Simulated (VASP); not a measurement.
The system is Mg2ZnO3.

```
Mg Zn O
1.0
     3.03016    0.00000    0.00000
    -1.51508    2.62420    0.00000
     0.00000    0.00000    7.39546
Mg Zn O
2 1 3
Direct
  0.33333 0.66667 0.66581
  0.66667 0.33333 0.33419
  0.00000 0.00000 0.00000
  0.33333 0.66667 0.17247
  0.66667 0.33333 0.82753
  0.00000 0.00000 0.50000
```

- Program: VASP 6.6.1
- Task: relaxation of cell and atoms
- Functional: PBEsol
- Potentials or basis: VASP PAW PBE potentials, release 64 (Mg, Zn, O)
- Cutoff: 600 eV
- k mesh: 12 × 12 × 4
- Occupations: fermi-dirac, width 0.02 eV
- Spin: no spin polarisation

At the start: pressure -5.6 GPa; volume 9.80 Å³/atom.

Problem. How do energy, volume and symmetry change on relaxing?

Solution. Over 9 steps the energy falls by 6.2 meV/atom and the volume is 9.46 Å³/atom (-3.5 %); space group P-3m1 (No. 164, to 0.1 Å) before and after.

The path:
| step | energy change (eV) | largest force (eV/Å) | pressure (GPa) | volume (Å³) |
| --- | --- | --- | --- | --- |
| 1 | 0.0000 | 0.0838 | -5.61 | 58.81 |
| 2 | -0.0310 | 0.0281 | 2.51 | 55.93 |
| 3 | -0.0374 | 0.0152 | 0.00 | 56.75 |
| 4 | -0.0374 | 0.0153 | 0.09 | 56.71 |
| 5 | -0.0374 | 0.0081 | 0.02 | 56.75 |
| 6 | -0.0374 | 0.0085 | -0.03 | 56.76 |
| 7 | -0.0374 | 0.0096 | 0.00 | 56.76 |
| 8 | -0.0374 | 0.0081 | -0.03 | 56.76 |
| 9 | -0.0375 | 0.0020 | 0.00 | 56.76 |

Final structure:
```
Mg Zn O
1.0
     2.99529    0.00000    0.00000
    -1.49764    2.59399    0.00000
     0.00000    0.00000    7.30462
Mg Zn O
2 1 3
Direct
  0.33333 0.66667 0.66603
  0.66667 0.33333 0.33397
  0.00000 0.00000 0.00000
  0.33333 0.66667 0.17198
  0.66667 0.33333 0.82802
  0.00000 0.00000 0.50000
```

Caveat: the PAW data sets were made with another functional, which shifts forces and pressure a little.
